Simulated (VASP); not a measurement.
Wanted: the native input for a VASP 6.6.1 run.

- Task: single point
- Functional: LDA
- Potentials or basis: VASP PAW LDA potentials, release 64 (Hg, Te)
- Cutoff: 520 eV
- k mesh: 12 × 12 × 12
- Occupations: gaussian, width 0.1 eV
- Spin: no spin polarisation
- Dipole correction: no
- Further INCAR settings: ALGO = Normal; EDIFF = 1e-06; NBANDS = 16

The structure of HgTe lies in POSCAR:

```
HgTe
1.0
    0.0000000000      3.2173559185      3.2173559185
    3.2173559185      0.0000000000      3.2173559185
    3.2173559185      3.2173559185      0.0000000000
Hg Te
1 1
Direct
    0.0000000000      0.0000000000      0.0000000000
    0.7500000000      0.7500000000      0.7500000000
```

The input as run:

INCAR

```
  PREC = Accurate
  ENCUT = 520
  EDIFF = 1E-6
  ISMEAR = 0
  SIGMA = 0.1
  LREAL = F
  LASPH = T
  NELM = 80
  ALGO = Normal
  ISIF = 2
  LWAVE = F
  LCHARG = T
  GGA = CA
  LELF = T
  LVHAR = T
  NBANDS = 16
```

KPOINTS

```
regular mesh
0
Gamma
  12 12 12
```

Potentials or basis: VASP PAW LDA potentials, release 64 (Hg, Te).

Launch:

```sh
$ cat potpaw_LDA.64/Hg/POTCAR potpaw_LDA.64/Te/POTCAR > POTCAR
$ mpirun -np 1 vasp_std > vasp.out
```

It gave:

The pressure is 0.3 GPa and the band gap on the k mesh is zero (filled and empty bands touch).

Caveat: spin-orbit coupling is left out, which moves the levels of the heavy elements.

It took 41 s on 1 thread of Intel(R) Xeon(R) Platinum 8488C (Sapphire Rapids) (shared host), peak memory 0.22 GiB.
